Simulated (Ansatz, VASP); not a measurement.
**One calculation of TiZn3, two programs**

```xyz
4
Lattice="3.9322 0.0000 0.0000 0.0000 3.9322 0.0000 0.0000 0.0000 3.9322" Properties=species:S:1:pos:R:3 pbc="T T T"
Ti    0.0000    0.0000    0.0000
Zn    0.0000    1.9661    1.9661
Zn    1.9661    0.0000    1.9661
Zn    1.9661    1.9661    0.0000
```

Alike in both runs: task single point; functional LDA; k mesh 6 × 6 × 6; no spin polarisation.

|  | VASP | Ansatz |
| --- | --- | --- |
| version | VASP 6.6.1 | Ansatz 0.2.0 |
| potentials or method | VASP PAW LDA potentials, release 64 (Ti_sv, Zn) | plane waves, PAW |
| plane-wave cutoff (eV) | 520 | 420 |
| occupations | methfessel-paxton of order 1, width 0.15 eV | cold, width 0.15 eV |
| valence electrons in the cell | 48 | 48 |

|  | VASP | Ansatz | Ansatz less VASP |
| --- | --- | --- | --- |
| gap on the k mesh at the Fermi level (eV) | none | none | - |
| pressure (GPa) | -9.4 | -9.9 | -0.51 |

LDA's correlation is that of Perdew and Zunger in VASP and of Perdew and Wang (1992) in Ansatz. A gap of «none» marks a metal or a gap that the smearing closes.
